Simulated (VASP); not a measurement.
# Co (Im-3m) in VASP: further runs

Co is run at these levels: RPBE; tasks: single point.

Everything below comes from runs of VASP 6.6.1. Logs are shortened: lines on timing, memory, paths and dates and some standing lists are left out, and cuts for length are marked.

## (1) The cell of the first run

Symmetry: Im-3m, No. 229, cubic system. Conventional cell: a = 2.789 Å, b = 2.789 Å, c = 2.789 Å, α = 90.00°, β = 90.00°, γ = 90.00°. Co (site symmetry m-3m) has 14 Co at 2.42 to 2.79 Å within 3.2 Å.

## (2) Single point, RPBE

Contents of INCAR:

```
SYSTEM = Co
  ALGO = Normal
  EDIFF = 1E-6
  ENCUT = 520
  GGA = RP
  ISIF = 2
  ISMEAR = -1
  LASPH = .TRUE.
  LCHARG = .FALSE.
  LREAL = .FALSE.
  LWAVE = .FALSE.
  NBANDS = 10
  NELM = 100
  PREC = Accurate
  SIGMA = 0.1
```

Contents of KPOINTS:

```
k-points
0
G
  16 16 16
  0 0 0
```

Contents of POSCAR:

```
Co
1.0
   -1.3943785207      1.3943785207      1.3943785207
    1.3943785207     -1.3943785207      1.3943785207
    1.3943785207      1.3943785207     -1.3943785207
Co
1
Direct
    0.0000000000      0.0000000000      0.0000000000
```

Potentials or basis: VASP PAW PBE potentials, release 64 (Co).

The run is started by

```console
> cat potpaw_PBE.64/Co/POTCAR > POTCAR
> mpirun -np 1 vasp_std > vasp.out
```

OUTCAR:

```text
SYSTEM = Co
   EDIFF = 1E-6
   ENCUT = 520
   GGA = RP
   ISIF = 2
   ISMEAR = -1
   LASPH = .TRUE.
   LREAL = .FALSE.
   NELM = 100
   PREC = Accurate

 ion  position               nearest neighbor table
   1  0.000  0.000  0.000-

  LATTYP: Found a body centered cubic cell.
 ALAT       =     2.7887570414

  Lattice vectors:

 A1 = (  -1.3943785207,   1.3943785207,   1.3943785207)
 A2 = (   1.3943785207,  -1.3943785207,   1.3943785207)
 A3 = (   1.3943785207,   1.3943785207,  -1.3943785207)

Analysis of symmetry for initial positions (statically):
=====================================================================
 Subroutine PRICEL returns:
 Original cell was already a primitive cell.

 Routine SETGRP: Setting up the symmetry group for a
 body centered cubic supercell.

 Subroutine GETGRP returns: Found 48 space group operations
 (whereof 48 operations were pure point group operations)
 out of a pool of 48 trial point group operations.

The static configuration has the point symmetry O_h .

Analysis of symmetry for dynamics (positions and initial velocities):
=====================================================================
 Subroutine PRICEL returns:
 Original cell was already a primitive cell.

 Routine SETGRP: Setting up the symmetry group for a
 body centered cubic supercell.

 Subroutine GETGRP returns: Found 48 space group operations
 (whereof 48 operations were pure point group operations)
 out of a pool of 48 trial point group operations.

The dynamic configuration has the point symmetry O_h .

 Subroutine INISYM returns: Found 48 space group operations
 (whereof 48 operations are pure point group operations),
 and found     1 'primitive' translations

----------------------------------------------------------------------------------------

                                     Primitive cell

  volume of cell :      10.8443

  direct lattice vectors                    reciprocal lattice vectors
    -1.394378521  1.394378521  1.394378521     0.000000000  0.358582689  0.358582689
     1.394378521 -1.394378521  1.394378521     0.358582689  0.000000000  0.358582689
     1.394378521  1.394378521 -1.394378521     0.358582689  0.358582689  0.000000000

  length of vectors
     2.415134443  2.415134443  2.415134443     0.507112503  0.507112503  0.507112503

  position of ions in fractional coordinates (direct lattice)
     0.000000000  0.000000000  0.000000000

  ion indices of the primitive-cell ions
   primitive index   ion index
                 1           1

----------------------------------------------------------------------------------------

 KPOINTS: k-points

Automatic generation of k-mesh.
 Grid dimensions read from file:
 generate k-points for:   16   16   16

 Generating k-lattice:

  Cartesian coordinates                     Fractional coordinates (reciprocal lattice)
     0.000000000  0.022411418  0.022411418     0.062500000  0.000000000  0.000000000
     0.022411418  0.000000000  0.022411418     0.000000000  0.062500000  0.000000000
     0.022411418  0.022411418  0.000000000     0.000000000  0.000000000  0.062500000

  Length of vectors
     0.031694531  0.031694531  0.031694531

  Shift w.r.t. Gamma in fractional coordinates (k-lattice)
     0.000000000  0.000000000  0.000000000

 Subroutine IBZKPT returns following result:
 ===========================================

 Found    145 irreducible k-points:

 Following reciprocal coordinates:
            Coordinates               Weight
  0.000000  0.000000  0.000000      1.000000
  0.062500  0.000000  0.000000     12.000000
  0.125000  0.000000  0.000000     12.000000
  0.187500  0.000000  0.000000     12.000000
  0.250000  0.000000  0.000000     12.000000
  0.312500  0.000000  0.000000     12.000000
[... 16 lines left out ...]
  0.187500  0.187500  0.000000     24.000000
  0.250000  0.187500  0.000000     48.000000
 [... further k-points ...]
   k-points           NKPTS =    145   k-points in BZ     NKDIM =    145   number of bands    NBANDS=     10
   number of dos      NEDOS =    301   number of ions     NIONS =      1
   total plane-waves  NPLWV =   5832
   dimension x,y,z NGX =    18 NGY =   18 NGZ =   18
   dimension x,y,z NGXF=    36 NGYF=   36 NGZF=   36
   ions per type =               1
   NGX,Y,Z   is equivalent  to a cutoff of  12.39, 12.39, 12.39 a.u.
   NGXF,Y,Z  is equivalent  to a cutoff of  24.78, 24.78, 24.78 a.u.
 SYSTEM =  Co
   PREC   = accura    normal or accurate (medium, high low for compatibility)
   ISTART =      0    job   : 0-new  1-cont  2-samecut
   ICHARG =      2    charge: 1-file 2-atom 10-const
   ISPIN  =      1    spin polarized calculation?
   LNONCOLLINEAR =      F non collinear calculations
   LSORBIT =      F    spin-orbit coupling
   LASPH  =      T    aspherical Exc in radial PAW
   ENCUT  =  520.0 eV  38.22 Ry    6.18 a.u.   4.49  4.49  4.49*2*pi/ulx,y,z
   NELM   =    100;   NELMIN=  2; NELMDL= -5     # of ELM steps
[... 60 lines left out ...]
      4       8.4647      2.00000
      5       9.9429      1.87379
      6       9.9429      1.87379
      7      35.9917      0.00000
      8      35.9917      0.00000
      9      35.9917      0.00000
     10      41.4222      0.00000

 k-point     2 :       0.0625    0.0000    0.0000
  band No.  band energies     occupation
      1       1.6529      2.00000
      2       8.4207      2.00000
      3       8.4601      2.00000
      4       8.5488      2.00000
      5       9.8979      1.91762
      6       9.9463      1.86967
      7      34.9059      0.00000
      8      35.7534      0.00000
      9      35.8708      0.00000
     10      40.6346      0.00000

 k-point     3 :       0.1250    0.0000    0.0000
  band No.  band energies     occupation
      1       2.1366      2.00000
      2       8.2970      2.00000
      3       8.4324      2.00000
      4       8.7931      2.00000
      5       9.7960      1.96946
      6       9.9577      1.85507
      7      32.4506      0.00000
      8      34.8871      0.00000
      9      35.5784      0.00000
     10      39.1016      0.00000

 k-point     4 :       0.1875    0.0000    0.0000
  band No.  band energies     occupation
      1       2.9018      2.00000
      2       8.1154      2.00000
      3       8.3604      2.00000
      4       9.1738      1.99994
      5       9.7156      1.98621
      6       9.9792      1.82334
      7      29.4864      0.00000
      8      33.5352      0.00000
      9      35.2379      0.00000
     10      36.9464      0.00000

 k-point     5 :       0.2500    0.0000    0.0000
  band No.  band energies     occupation
      1       3.8617      2.00000
      2       7.9065      2.00000
      3       8.2910      2.00000
      4       9.6490      1.99289
      5       9.7133      1.98653
      6      10.0117      1.76363
      7      26.4152      0.00000
      8      32.1203      0.00000
      9      34.9290      0.00000
     10      35.0021      0.00000

 k-point     6 :       0.3125    0.0000    0.0000
  band No.  band energies     occupation
      1       4.8200      2.00000
      2       7.7032      2.00000
      3       8.4225      2.00000
      4       9.7776      1.97453
      5      10.0520      1.66571
      6      10.1577      1.26813
      7      23.4474      0.00000
      8      30.8842      0.00000
      9      33.3409      0.00000
     10      34.6842      0.00000
[... 183 lines left out ...]
 k-point    21 :       0.3750    0.1250   -0.0000
  band No.  band energies     occupation
      1       6.0276      2.00000
      2       7.4612      2.00000
      3       8.8471      2.00000
      4       9.8596      1.94305
      5      10.3409      0.43424
      6      12.2825      0.00000
      7      18.7999      0.00000
      8      26.3818      0.00000
      9      30.3010      0.00000
     10      36.1186      0.00000

 k-point    22 :       0.4375    0.1250    0.0000
  band No.  band energies     occupation
      1       6.0615      2.00000
      2       7.4291      2.00000
      3       9.0426      1.99998
      4       9.8749      1.93399
      5      10.4201      0.22310
      6      12.8039      0.00000
      7      17.7996      0.00000
      8      26.2020      0.00000
      9      30.0788      0.00000
     10      36.0898      0.00000

 k-point    23 :       0.1875    0.1875    0.0000
  band No.  band energies     occupation
      1       5.1755      2.00000
      2       7.7508      2.00000
      3       7.8999      2.00000
      4       9.6238      1.99447
      5      10.1441      1.32973
      6      10.7248      0.01186
      7      25.2077      0.00000
      8      26.1121      0.00000
      9      32.0517      0.00000
     10      36.8011      0.00000

 k-point    24 :       0.2500    0.1875    0.0000
  band No.  band energies     occupation
      1       5.9499      2.00000
      2       7.5734      2.00000
      3       7.9465      2.00000
      4       9.7038      1.98773
      5      10.2038      1.04410
      6      11.5845      0.00000
      7      22.6753      0.00000
      8      24.8237      0.00000
      9      31.0624      0.00000
     10      36.9672      0.00000

 [... further k-points ...]

------------------------ aborting loop because EDIFF is reached ----------------------------------------

  FORCE on cell =-STRESS in cart. coord.  units (eV):
  Direction    XX          YY          ZZ          XY          YZ          ZX
  --------------------------------------------------------------------------------------
  -------------------------------------------------------------------------------------
  Total       -0.0364135     -0.0364135     -0.0364135      0.0000000     -0.0000000      0.0000000
  in kB       -5.3798601     -5.3798601     -5.3798601      0.0000000     -0.0000000      0.0000000
  external PRESSURE =      -5.3798601 kB  Pullay stress =       0.0000000 kB

 VOLUME and BASIS-vectors are now :
 -----------------------------------------------------------------------------
  energy-cutoff  :      520.00
  volume of cell :       10.84
      direct lattice vectors                 reciprocal lattice vectors
    -1.394378521  1.394378521  1.394378521     0.000000000  0.358582689  0.358582689
     1.394378521 -1.394378521  1.394378521     0.358582689  0.000000000  0.358582689
     1.394378521  1.394378521 -1.394378521     0.358582689  0.358582689  0.000000000

 POSITION                                       TOTAL-FORCE (eV/Angst)
 -----------------------------------------------------------------------------------
      0.00000      0.00000      0.00000        -0.000000     -0.000000      0.000000
 -----------------------------------------------------------------------------------
    total drift:                                0.000000      0.000000      0.000000

  FREE ENERGIE OF THE ION-ELECTRON SYSTEM (eV)
  ---------------------------------------------------
  free  energy   TOTEN  =        -6.1101591829 eV

  energy  without entropy=       -5.9940024401  energy(sigma->0) =       -6.05208081
```

Wall time 15 s (1 thread of Intel Xeon Platinum 8259CL at 2.50GHz (Skylake/Cascade Lake), shared host); peak memory 0.13 GiB.

What came out:

```yaml
Free_energy: -6.1102 eV
Pressure: -0.5 GPa
```

Caveat: the PAW data sets were made with another functional, which shifts forces and pressure a little; the run has no spin polarisation, though such a crystal can be magnetic. Spin polarisation is off, so any magnetic state and its effect on volume and gap are missing.

## (3) Single point, RPBE (volume scaled by 0.88)

Contents of INCAR:

```
ALGO     = Normal         # electronic algorithm
EDIFF    = 1E-6           # SCF threshold, eV
ENCUT    = 520            # plane-wave cutoff, eV
GGA      = RP             # functional
ISIF     = 2              # what is computed and relaxed
ISMEAR   = -1             # smearing method
LASPH    = T              # aspherical terms in the spheres
LCHARG   = F              # write CHGCAR
LREAL    = F              # projectors in reciprocal space
LWAVE    = F              # write WAVECAR
NBANDS   = 10             # bands
NELM     = 100            # most SCF steps
PREC     = Accurate       # precision mode
SIGMA    = 0.1            # smearing width, eV
```

Contents of KPOINTS:

```
k-points
0
Gamma
  18 18 18
```

Contents of POSCAR:

```
Co
1.0
   -1.3362105865      1.3362105865      1.3362105865
    1.3362105865     -1.3362105865      1.3362105865
    1.3362105865      1.3362105865     -1.3362105865
Co
1
Direct
    0.0000000000      0.0000000000      0.0000000000
```

Potentials or basis: VASP PAW PBE potentials, release 64 (Co).

The run is started by

```console
> cat potpaw_PBE.64/Co/POTCAR > POTCAR
> mpirun -np 1 vasp_std > vasp.out
```

Wall time 18 s (1 thread of Intel Xeon Platinum 8259CL at 2.50GHz (Skylake/Cascade Lake), shared host); peak memory 0.13 GiB.

Results (log left out):

```yaml
Free_energy: -5.9823 eV
Pressure: 36.2 GPa
```

Levels at points of the mesh, in eV from the Fermi level:
```csv
k point,band 1,band 2,band 3,band 4,band 5,band 6,band 7,band 8,band 9,band 10
"(0.00, 0.00, 0.00)",-9.58,-2.10,-2.10,-2.10,-0.33,-0.33,27.03,27.03,27.03,33.47
"(0.50, 0.00, 0.00)",-5.27,-3.41,-0.36,-0.09,0.35,1.04,8.68,20.03,22.80,26.22
"(0.50, 0.50, 0.50)",-4.99,-4.99,0.73,0.73,0.73,11.05,11.05,11.05,17.55,17.55
```

Caveat: the PAW data sets were made with another functional, which shifts forces and pressure a little; the run has no spin polarisation, though such a crystal can be magnetic. Spin polarisation is off, so any magnetic state and its effect on volume and gap are missing.

## (4) Single point, RPBE (volume scaled by 0.92)

Contents of INCAR:

```
SYSTEM = Co
PREC     = Accurate       ! precision mode
ENCUT    = 520            ! plane-wave cutoff, eV
EDIFF    = 1E-6           ! SCF threshold, eV
ISMEAR   = -1             ! smearing method
SIGMA    = 0.1            ! smearing width, eV
LREAL    = .FALSE.        ! projectors in reciprocal space
LASPH    = .TRUE.         ! aspherical terms in the spheres
NELM     = 60             ! most SCF steps
ALGO     = Normal         ! electronic algorithm
ISIF     = 2              ! what is computed and relaxed
LWAVE    = .FALSE.        ! write WAVECAR
LCHARG   = .FALSE.        ! write CHGCAR
GGA      = RP             ! functional
NBANDS   = 10             ! bands
```

Contents of KPOINTS:

```
Automatic mesh
0
G
  18 18 18
  0 0 0
```

Contents of POSCAR:

```
Co
1.0
   -1.3561569688      1.3561569688      1.3561569688
    1.3561569688     -1.3561569688      1.3561569688
    1.3561569688      1.3561569688     -1.3561569688
Co
1
Direct
    0.0000000000      0.0000000000      0.0000000000
```

The run is started by

```console
> cat potpaw_PBE.64/Co/POTCAR > POTCAR
> mpirun -np 1 vasp_std > vasp.out
```

Run time: 17 s. Hardware: 1 thread of Intel Xeon Platinum 8259CL at 2.50GHz (Skylake/Cascade Lake), shared host; peak memory 0.13 GiB.

The run converged. Its results:

```
Free energy : -6.0588 eV
Pressure    : 21.0 GPa
```

Levels at points of the mesh, in eV from the Fermi level:
| k point | band 2 | band 3 | band 4 | band 5 | band 6 | band 7 | band 8 | band 9 |
| --- | --- | --- | --- | --- | --- | --- | --- | --- |
| (0.00, 0.00, 0.00) | -1.97 | -1.97 | -1.97 | -0.31 | -0.31 | 26.60 | 26.60 | 26.60 |
| (0.50, 0.00, 0.00) | -3.20 | -0.34 | -0.08 | 0.37 | 0.97 | 8.26 | 19.65 | 22.05 |
| (0.50, 0.50, 0.50) | -4.67 | 0.68 | 0.68 | 0.68 | 10.72 | 10.72 | 10.72 | 17.03 |

Caveat: the PAW data sets were made with another functional, which shifts forces and pressure a little; the run has no spin polarisation, though such a crystal can be magnetic. Spin polarisation is off, so any magnetic state and its effect on volume and gap are missing.

## (5) Single point, RPBE (volume scaled by 0.96)

Contents of INCAR:

```
  PREC = Accurate
  ENCUT = 520
  EDIFF = 1E-6
  ISMEAR = -1
  SIGMA = 0.1
  LREAL = F
  LASPH = T
  NELM = 100
  ALGO = Normal
  ISIF = 2
  LWAVE = F
  LCHARG = F
  GGA = RP
  NBANDS = 10
```

Contents of KPOINTS:

```
regular mesh
0
Gamma
  18 18 18
```

Contents of POSCAR:

```
Co
1.0
   -1.3755332576      1.3755332576      1.3755332576
    1.3755332576     -1.3755332576      1.3755332576
    1.3755332576      1.3755332576     -1.3755332576
Co
1
Direct
    0.0000000000      0.0000000000      0.0000000000
```

The run is started by

```console
> cat potpaw_PBE.64/Co/POTCAR > POTCAR
> mpirun -np 1 vasp_std > vasp.out
```

Run time: 22 s. Hardware: 1 thread of Intel Xeon Platinum 8259CL at 2.50GHz (Skylake/Cascade Lake), shared host; peak memory 0.13 GiB.

The run converged. Its results:

```
Free energy : -6.0988 eV
Pressure    : 9.0 GPa
```

Levels at points of the mesh, in eV from the Fermi level:
```tsv
k point	band 2	band 3	band 4	band 5	band 6	band 7	band 8	band 9
(0.00, 0.00, 0.00)	-1.86	-1.86	-1.86	-0.29	-0.29	26.18	26.18	26.18
(0.50, 0.00, 0.00)	-3.00	-0.32	-0.08	0.40	0.91	7.87	19.29	21.36
(0.50, 0.50, 0.50)	-4.38	0.63	0.63	0.63	10.42	10.42	10.42	16.56
```

Caveat: the PAW data sets were made with another functional, which shifts forces and pressure a little; the run has no spin polarisation, though such a crystal can be magnetic.

## (6) Single point, RPBE

Contents of INCAR:

```
SYSTEM = Co
PREC = Accurate
ENCUT = 520
EDIFF = 1E-6
ISMEAR = -1
SIGMA = 0.1
LREAL = .False.
LASPH = .True.
NELM = 60
ALGO = Normal
ISIF = 2
LWAVE = .False.
LCHARG = .False.
GGA = RP
NBANDS = 10
```

Contents of KPOINTS:

```
regular mesh
0
Gamma
  18 18 18
  0 0 0
```

Contents of POSCAR:

```
Co
1.0
   -1.3943785207      1.3943785207      1.3943785207
    1.3943785207     -1.3943785207      1.3943785207
    1.3943785207      1.3943785207     -1.3943785207
Co
1
Direct
    0.0000000000      0.0000000000      0.0000000000
```

Potentials or basis: VASP PAW PBE potentials, release 64 (Co).

The run is started by

```console
> cat potpaw_PBE.64/Co/POTCAR > POTCAR
> mpirun -np 1 vasp_std > vasp.out
```

Wall time 16 s (1 thread of Intel Xeon Platinum 8259CL at 2.50GHz (Skylake/Cascade Lake), shared host); peak memory 0.13 GiB.

Results (log left out):

```yaml
Free_energy: -6.1097 eV
Pressure: -0.5 GPa
```

Levels at points of the mesh, in eV from the Fermi level:
```tsv
k point	band 1	band 2	band 3	band 4	band 5	band 6	band 7	band 8	band 9	band 10
(0.00, 0.00, 0.00)	-8.73	-1.75	-1.75	-1.75	-0.27	-0.27	25.78	25.78	25.78	31.21
(0.50, 0.00, 0.00)	-4.47	-2.83	-0.31	-0.08	0.43	0.85	7.52	18.93	20.72	24.16
(0.50, 0.50, 0.50)	-4.12	-4.12	0.59	0.59	0.59	10.14	10.14	10.14	16.12	16.12
```

Caveat: the PAW data sets were made with another functional, which shifts forces and pressure a little; the run has no spin polarisation, though such a crystal can be magnetic. Spin polarisation is off, so any magnetic state and its effect on volume and gap are missing.

## (7) Overview

| cell | k mesh | gap on the mesh (eV) | pressure (GPa) |
| --- | --- | --- | --- |
| a = 2.415 Å, angles 109.5°, 1 atom | 16 × 16 × 16 | none | -0.5 |
| a = 2.314 Å, angles 109.5°, 1 atom | 18 × 18 × 18 | none | 36.2 |
| a = 2.349 Å, angles 109.5°, 1 atom | 18 × 18 × 18 | none | 21.0 |
| a = 2.382 Å, angles 109.5°, 1 atom | 18 × 18 × 18 | none | 9.0 |
| a = 2.415 Å, angles 109.5°, 1 atom | 18 × 18 × 18 | none | -0.5 |

Alike in all rows: task single point; level RPBE; potentials or basis VASP PAW PBE potentials, release 64 (Co); no spin polarisation; cutoff (eV) 520; smearing fermi-dirac 0.1 eV.

Caveats: the PAW data sets were made with another functional, which shifts forces and pressure a little; the run has no spin polarisation, though such a crystal can be magnetic.

Total energies depend on the potentials used, so only differences within one code and one set of settings carry meaning.
